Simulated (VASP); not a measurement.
# B (Pm-3m) in VASP: notebook

The runs below take B through single point, relaxation of cell and atoms, with r2SCAN50, HF, HSE06, PBE-based screened hybrid with 25 % exact exchange.

Program: VASP 6.6.1. These are calculated values, not measurements. Logs are shortened: lines on timing, memory, paths and dates and some standing lists are left out, and cuts for length are marked.

**1. The cell of the first run**

Symmetry: Pm-3m, No. 221, cubic system. The conventional cell has a = 1.885 Å, b = 1.885 Å, c = 1.885 Å, α = 90.00°, β = 90.00°, γ = 90.00°. B (site symmetry m-3m) has 6 B at 1.89 Å within 2.5 Å.

This isn't the form of B at room conditions, which is rhombohedral.

**2. Single point, r2SCAN50**

Input file POSCAR:

```
B
1.0
    1.8852400000      0.0000000000      0.0000000000
    0.0000000000      1.8852400000      0.0000000000
    0.0000000000      0.0000000000      1.8852400000
B
1
Direct
    0.5000000000      0.5000000000      0.5000000000
```

Input file INCAR.step1:

```
SYSTEM = B
ALGO = Normal
EDIFF = 1E-5
ENCUT = 520
GGA = PE
ISIF = 2
ISMEAR = -1
LASPH = .TRUE.
LCHARG = .FALSE.
LREAL = .FALSE.
LWAVE = .TRUE.
NBANDS = 8
NELM = 60
PREC = Accurate
SIGMA = 0.05
```

Input file INCAR.step2:

```
SYSTEM = B
AEXX = 0.5
ALGO = Normal
EDIFF = 1E-7
ENCUT = 520
ISIF = 2
ISMEAR = -1
ISTART = 1
LASPH = .TRUE.
LCHARG = .FALSE.
LHFCALC = .TRUE.
LMIXTAU = .TRUE.
LREAL = .FALSE.
LWAVE = .FALSE.
METAGGA = R2SCAN
NBANDS = 8
NELM = 60
PREC = Accurate
PRECFOCK = Normal
SIGMA = 0.05
```

Input file KPOINTS:

```
k-points
0
G
  7 7 7
  0 0 0
```

Potentials or basis: VASP PAW PBE potentials, release 64 (B).

The run is started by

```
cat potpaw_PBE.64/B/POTCAR > POTCAR
cp INCAR.step1 INCAR
mpirun -np 1 vasp_std > vasp.out
cp INCAR.step2 INCAR
mpirun -np 1 vasp_std > vasp.out
```

OUTCAR:

```text
SYSTEM = B
   AEXX = 0.5
   EDIFF = 1E-7
   ENCUT = 520
   ISIF = 2
   ISMEAR = -1
   ISTART = 1
   LASPH = .TRUE.
   LHFCALC = .TRUE.
   LREAL = .FALSE.
   METAGGA = R2SCAN
   NELM = 60
   PREC = Accurate
   PRECFOCK = Normal

 ion  position               nearest neighbor table
   1  0.500  0.500  0.500-

  LATTYP: Found a simple cubic cell.
 ALAT       =     1.8852400000

  Lattice vectors:

 A1 = (   1.8852400000,   0.0000000000,   0.0000000000)
 A2 = (   0.0000000000,   1.8852400000,   0.0000000000)
 A3 = (   0.0000000000,   0.0000000000,   1.8852400000)

Analysis of symmetry for initial positions (statically):
=====================================================================
 Subroutine PRICEL returns:
 Original cell was already a primitive cell.

 Routine SETGRP: Setting up the symmetry group for a
 simple cubic supercell.

 Subroutine GETGRP returns: Found 48 space group operations
 (whereof 48 operations were pure point group operations)
 out of a pool of 48 trial point group operations.

The static configuration has the point symmetry O_h .

Analysis of symmetry for dynamics (positions and initial velocities):
=====================================================================
 Subroutine PRICEL returns:
 Original cell was already a primitive cell.

 Routine SETGRP: Setting up the symmetry group for a
 simple cubic supercell.

 Subroutine GETGRP returns: Found 48 space group operations
 (whereof 48 operations were pure point group operations)
 out of a pool of 48 trial point group operations.

The dynamic configuration has the point symmetry O_h .

 Subroutine INISYM returns: Found 48 space group operations
 (whereof 48 operations are pure point group operations),
 and found     1 'primitive' translations

----------------------------------------------------------------------------------------

                                     Primitive cell

  volume of cell :       6.7004

  direct lattice vectors                    reciprocal lattice vectors
     1.885240000  0.000000000  0.000000000     0.530436443  0.000000000  0.000000000
     0.000000000  1.885240000  0.000000000     0.000000000  0.530436443  0.000000000
     0.000000000  0.000000000  1.885240000     0.000000000  0.000000000  0.530436443

  length of vectors
     1.885240000  1.885240000  1.885240000     0.530436443  0.530436443  0.530436443

  position of ions in fractional coordinates (direct lattice)
     0.500000000  0.500000000  0.500000000

  ion indices of the primitive-cell ions
   primitive index   ion index
                 1           1

----------------------------------------------------------------------------------------

 KPOINTS: k-points

Automatic generation of k-mesh.
 Grid dimensions read from file:
 generate k-points for:    7    7    7

 Generating k-lattice:

  Cartesian coordinates                     Fractional coordinates (reciprocal lattice)
     0.075776635  0.000000000  0.000000000     0.142857143  0.000000000  0.000000000
     0.000000000  0.075776635  0.000000000     0.000000000  0.142857143  0.000000000
     0.000000000  0.000000000  0.075776635     0.000000000  0.000000000  0.142857143

  Length of vectors
     0.075776635  0.075776635  0.075776635

  Shift w.r.t. Gamma in fractional coordinates (k-lattice)
     0.000000000  0.000000000  0.000000000

 Subroutine IBZKPT returns following result:
 ===========================================

 Found     20 irreducible k-points:

 Following reciprocal coordinates:
            Coordinates               Weight
  0.000000  0.000000  0.000000      1.000000
  0.142857  0.000000  0.000000      6.000000
  0.285714  0.000000  0.000000      6.000000
  0.428571  0.000000  0.000000      6.000000
  0.142857  0.142857  0.000000     12.000000
  0.285714  0.142857  0.000000     24.000000
[... 12 lines left out ...]
  0.428571  0.428571  0.285714     24.000000
  0.428571  0.428571  0.428571      8.000000
   k-points           NKPTS =     20   k-points in BZ     NKDIM =    343   number of bands    NBANDS=      8
   number of dos      NEDOS =    301   number of ions     NIONS =      1
   total plane-waves  NPLWV =   2744
   dimension x,y,z NGX =    14 NGY =   14 NGZ =   14
   dimension x,y,z NGXF=    28 NGYF=   28 NGZF=   28
   ions per type =               1
   NGX,Y,Z   is equivalent  to a cutoff of  12.35, 12.35, 12.35 a.u.
   NGXF,Y,Z  is equivalent  to a cutoff of  24.69, 24.69, 24.69 a.u.
 SYSTEM =  B
   PREC   = accura    normal or accurate (medium, high low for compatibility)
   ISTART =      1    job   : 0-new  1-cont  2-samecut
   ICHARG =      0    charge: 1-file 2-atom 10-const
   ISPIN  =      1    spin polarized calculation?
   LNONCOLLINEAR =      F non collinear calculations
   LSORBIT =      F    spin-orbit coupling
   LASPH  =      T    aspherical Exc in radial PAW
   ENCUT  =  520.0 eV  38.22 Ry    6.18 a.u.   3.51  3.51  3.51*2*pi/ulx,y,z
   NELM   =     60;   NELMIN=  2; NELMDL=  0     # of ELM steps
   EDIFF  = 0.1E-06   stopping-criterion for ELM
   LREAL  =      F    real-space projection
   EDIFFG = 0.1E-05   stopping-criterion for IOM
   NSW    =      0    number of steps for IOM
   IBRION =     -1    ionic relax: 0-MD 1-quasi-New 2-CG
   NFREE  =      0    steps in history (QN), initial steepest desc. (CG)
   ISIF   =      2    stress and relaxation
   ISYM   =      3    0-nonsym 1-usesym 2-fastsym
   POTIM  = 0.5000    time-step for ionic-motion
   TEBEG  =    0.0;   TEEND  =   0.0 temperature during run
   PSTRESS=    0.0 pullay stress
   NELECT =       3.0000    total number of electrons
   NUPDOWN=      -1.0000    fix difference up-down
   EMIN   =  10.00;   EMAX   =-10.00  energy-range for DOS
   EFERMI =   0.00;   METHOD = LEGACY
   ISMEAR =    -1;   SIGMA  =   0.05  broadening in eV -4-tet -1-fermi 0-gaus
   EFERMI_NEDOS =   21; number of points for ismear=-14 and -15
   IALGO  =     38    algorithm
   IMIX   =      1    mixing-type and parameters
     AMIX     =   0.40;   BMIX     =  1.00
     AMIX_MAG =   1.60;   BMIX_MAG =  1.00
  volume/ion in A,a.u.               =       6.70        45.22
  Fermi-wavevector in a.u.,A,eV,Ry     =   1.252416  2.366723 21.341361  1.568546
  Thomas-Fermi vector in A             =   2.386317
   LORBIT       =      0    0 simple, 1 ext, 2 COOP (PROOUT), +10 PAW based schemes
   METAGGA = R2SCAN    functional components
   LHFCALC =     T    Hartree Fock is set to
   PRECFOCK=normal    Normal, Fast or Accurate (Low or Medium for compatibility)
   ENCUT4O =  -1.0   cutoff for four orbital integrals eV
   NKREDX  =     1    reduce k-point grid by
   NKREDY  =     1    reduce k-point grid by
   NKREDZ  =     1    reduce k-point grid by
   AEXX    =    0.5000 exact exchange contribution
   HFSCREEN=    0.0000 screening length (either q_TF or 0.3 A-1)
   HFSCREENC=   0.0000 screening length for correlation (either q_TF or 0.3 A-1)
   ENCUTFOCK=  -1.0 apply spherical cutoff to Coloumb kernel
   IVDW    =     0    specifies the selected vdW correction
   LEPSILON=     F    determine dielectric tensor
   LRPA    =     F    only Hartree local field effects (RPA)
 non-spin polarized calculation
  energy-cutoff  :      520.00
  volume of cell :        6.70
 maximum number of plane-waves:       188
 NGX is ok and might be reduce to    14
  NGX = 12; NGY = 12; NGZ = 12

 number of electron       3.0000000 magnetization

 Free energy of the ion-electron system (eV)
  ---------------------------------------------------
  ext. energy  EPLUGINS =         0.00000000
  ---------------------------------------------------
  free energy    TOTEN  =        -7.79160461 eV

  energy without entropy =       -7.78751771  energy(sigma->0) =       -7.78956116

 E-fermi :   6.5194     XC(G=0):  -7.1956

 val. band max:        6.4698372556   @ k =   0.4286   0.2857   0.2857
 cond. band min:       9.1216631827   @ k =   0.4286   0.4286   0.2857
 fundamental gap:      2.6518259271
 Fermi energy:         6.5193571907

 k-point     1 :       0.0000    0.0000    0.0000
  band No.  band energies     occupation
      1     -14.1786      2.00000
      2      24.5551      0.00000
      3      24.5551      0.00000
      4      24.5551      0.00000
      5      34.6628      0.00000
      6      34.6628      0.00000
      7      44.2287      0.00000
      8      65.3758      0.00000

 k-point     2 :       0.1429    0.0000    0.0000
  band No.  band energies     occupation
      1     -13.3289      2.00000
      2      18.5548      0.00000
      3      25.1876      0.00000
      4      25.1876      0.00000
      5      35.5265      0.00000
      6      40.6616      0.00000
      7      44.3365      0.00000
      8      60.5393      0.00000

 k-point     3 :       0.2857    0.0000    0.0000
  band No.  band energies     occupation
      1     -10.7681      2.00000
      2       9.8473      0.00000
      3      26.8630      0.00000
      4      26.8630      0.00000
      5      38.0427      0.00000
      6      42.1388      0.00000
      7      50.6093      0.00000
      8      53.1119      0.00000

 k-point     4 :       0.4286    0.0000    0.0000
  band No.  band energies     occupation
      1      -6.4913      2.00000
      2       0.2697      2.00000
      3      28.6284      0.00000
      4      28.6284      0.00000
      5      41.4161      0.00000
      6      41.6193      0.00000
      7      48.1844      0.00000
      8      48.1844      0.00000

 k-point     5 :       0.1429    0.1429    0.0000
  band No.  band energies     occupation
      1     -12.4786      2.00000
      2      17.7262      0.00000
      3      21.1706      0.00000
      4      25.8113      0.00000
      5      39.0859      0.00000
      6      43.0551      0.00000
      7      43.9120      0.00000
      8      56.5422      0.00000
[... 133 lines left out ...]
 k-point    18 :       0.4286    0.2857    0.2857
  band No.  band energies     occupation
      1       0.3365      2.00000
      2       6.4698      1.45833
      3      16.2585      0.00000
      4      25.8942      0.00000
      5      29.8749      0.00000
      6      31.3454      0.00000
      7      39.3193      0.00000
      8      50.2797      0.00000

 k-point    19 :       0.4286    0.4286    0.2857
  band No.  band energies     occupation
      1       4.3813      2.00000
      2       9.1217      0.00000
      3      13.7429      0.00000
      4      22.6847      0.00000
      5      28.7829      0.00000
      6      33.5042      0.00000
      7      33.8926      0.00000
      8      43.4908      0.00000

 k-point    20 :       0.4286    0.4286    0.4286
  band No.  band energies     occupation
      1      14.0417      0.00000
      2      16.3669      0.00000
      3      16.3669      0.00000
      4      27.5842      0.00000
      5      30.0964      0.00000
      6      30.0964      0.00000
      7      31.4298      0.00000
      8      37.8602      0.00000

------------------------ aborting loop because EDIFF is reached ----------------------------------------

  FORCE on cell =-STRESS in cart. coord.  units (eV):
  Direction    XX          YY          ZZ          XY          YZ          ZX
  --------------------------------------------------------------------------------------
  -------------------------------------------------------------------------------------
  Total       -0.3378207     -0.3378207     -0.3378207      0.0000000     -0.0000000     -0.0000000
  in kB      -80.7787045    -80.7787045    -80.7787045      0.0000000     -0.0000000     -0.0000000
  external PRESSURE =     -80.7787045 kB  Pullay stress =       0.0000000 kB

 VOLUME and BASIS-vectors are now :
 -----------------------------------------------------------------------------
  energy-cutoff  :      520.00
  volume of cell :        6.70
      direct lattice vectors                 reciprocal lattice vectors
     1.885240000  0.000000000  0.000000000     0.530436443  0.000000000  0.000000000
     0.000000000  1.885240000  0.000000000     0.000000000  0.530436443  0.000000000
     0.000000000  0.000000000  1.885240000     0.000000000  0.000000000  0.530436443

 POSITION                                       TOTAL-FORCE (eV/Angst)
 -----------------------------------------------------------------------------------
      0.94262      0.94262      0.94262         0.000000      0.000000      0.000000
 -----------------------------------------------------------------------------------
    total drift:                                0.000000      0.000000     -0.000000

  FREE ENERGIE OF THE ION-ELECTRON SYSTEM (eV)
  ---------------------------------------------------
  free  energy   TOTEN  =        -7.7916046081 eV

  energy  without entropy=       -7.7875177094  energy(sigma->0) =       -7.78956116
```

Run time: 52 s. Hardware: 1 thread of Intel Xeon 8259CL, shared host; peak memory 0.11 GiB.

Results:

```
Free energy            : -7.7916 eV
Pressure               : -8.1 GPa
Band gap on the k mesh : zero (an odd number of electrons rules out a gap without spin polarisation)
```

Caveat: the k points lie up to 0.48 Å⁻¹ apart, too coarse for converged energies and pressures of a metal; the PAW data sets were made with another functional, which shifts forces and pressure a little.

**3. Single point, HF**

POSCAR is that of step 2.

Input file INCAR.step1:

```
PREC = Accurate
ENCUT = 520
EDIFF = 1E-5
ISMEAR = -1
SIGMA = 0.05
LREAL = False
LASPH = True
NELM = 60
ALGO = Normal
ISIF = 2
LWAVE = True
LCHARG = False
NBANDS = 8
GGA = PE
```

Input file INCAR.step2:

```
PREC = Accurate
ENCUT = 520
EDIFF = 1E-6
ISMEAR = -1
SIGMA = 0.05
LREAL = False
LASPH = True
NELM = 60
ALGO = Normal
ISIF = 2
LWAVE = False
LCHARG = False
GGA = PE
LHFCALC = True
AEXX = 1.0
ALDAC = 0.0
AGGAC = 0.0
PRECFOCK = Normal
NBANDS = 8
ISTART = 1
```

Input file KPOINTS:

```
regular mesh
0
Gamma
  7 7 7
```

Potentials or basis: VASP PAW PBE potentials, release 64 (B).

The run is started by

```
cat potpaw_PBE.64/B/POTCAR > POTCAR
cp INCAR.step1 INCAR
mpirun -np 1 vasp_std > vasp.out
cp INCAR.step2 INCAR
mpirun -np 1 vasp_std > vasp.out
```

Wall time 70 s (1 thread of Intel Xeon 8259CL, shared host); peak memory 0.11 GiB.

It converged, with:

- Free energy: -7.5328 eV
- Pressure: 6.5 GPa
- Band gap on the k mesh: zero (an odd number of electrons rules out a gap without spin polarisation)

Levels at points of the mesh, in eV from the Fermi level:
| k point | band 1 | band 2 | band 3 | band 4 | band 5 | band 6 |
| --- | --- | --- | --- | --- | --- | --- |
| (0.00, 0.00, 0.00) | -25.04 | 22.08 | 22.08 | 22.08 | 31.83 | 31.83 |

Caveat: the k points lie up to 0.48 Å⁻¹ apart, too coarse for converged energies and pressures of a metal; the PAW data sets were made with another functional, which shifts forces and pressure a little.

(Continued in part 2 of 2.)

The gap in the log of VASP goes by the Fermi energy; the results here count the filled bands.